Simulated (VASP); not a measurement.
Write the native input for VASP 6.6.1 that does the following.

| Property | Result |
| --- | --- |
| Task | single point |
| Functional | r2SCAN |
| Dispersion | D4 |
| Potentials or basis | VASP PAW PBE potentials, release 64 (Ga_d, Sb) |
| Cutoff | 520 eV |
| k mesh | 6 × 6 × 6 |
| Occupations | gaussian, width 0.05 eV |
| Spin | no spin polarisation |
| Dipole correction | no |
| Further INCAR settings | ALGO = Normal; EDIFF = 1e-07; NBANDS = 16 |

Crystal: GaSb.

```
Ga Sb
1.0
     0.00000    3.09245    3.09245
     3.09245    0.00000    3.09245
     3.09245    3.09245    0.00000
Ga Sb
1 1
Direct
  0.00000 0.00000 0.00000
  0.75000 0.75000 0.75000
```

This cell differs from its parent crystal: volume scaled by 1.04.

These files were run (other wordings do the same):

POSCAR

```
GaSb
1.0
    0.0000000000      3.0924498867      3.0924498867
    3.0924498867      0.0000000000      3.0924498867
    3.0924498867      3.0924498867      0.0000000000
Ga Sb
1 1
Direct
    0.0000000000      0.0000000000      0.0000000000
    0.7500000000      0.7500000000      0.7500000000
```

INCAR.step1

```
PREC = Accurate ; ENCUT = 520
ISMEAR = 0 ; SIGMA = 0.05
LREAL = F ; LASPH = T
NELM = 100 ; NBANDS = 16
GGA = PE ; ALGO = Normal
EDIFF = 1E-4 ; LWAVE = T
LCHARG = F
```

INCAR.step2

```
PREC = Accurate ; ENCUT = 520
EDIFF = 1E-7 ; ISMEAR = 0
SIGMA = 0.05 ; LREAL = F
LASPH = T ; NELM = 100
ALGO = Normal ; ISIF = 2
LWAVE = F ; LCHARG = T
METAGGA = R2SCAN ; LMIXTAU = T
IVDW = 13 ; VDW_S6 = 1.0
VDW_S8 = 0.6018749 ; VDW_A1 = 0.51559235
VDW_A2 = 5.77342911 ; LELF = T
LVHAR = T ; NBANDS = 16
ISTART = 1
```

KPOINTS

```
regular mesh
0
Gamma
  6 6 6
```

Potentials or basis: VASP PAW PBE potentials, release 64 (Ga_d, Sb).

Run with:

```bash
$ cat potpaw_PBE.64/Ga_d/POTCAR potpaw_PBE.64/Sb/POTCAR > POTCAR
$ cp INCAR.step1 INCAR
$ mpirun -np 1 vasp_std > vasp.out
$ cp INCAR.step2 INCAR
$ mpirun -np 1 vasp_std > vasp.out
```

Results of the run:

The pressure is -1.9 GPa and the band gap on the k mesh is 0.20 eV, direct. The dispersion energy per atom is -0.138 eV.

Caveat: the PAW data sets were made with another functional, which shifts forces and pressure a little; spin-orbit coupling is left out, which moves the levels of the heavy elements.

Run time: 35 s on 1 thread of Intel(R) Xeon(R) 6975P-C (Granite Rapids), on a shared host, peak memory 0.21 GiB.
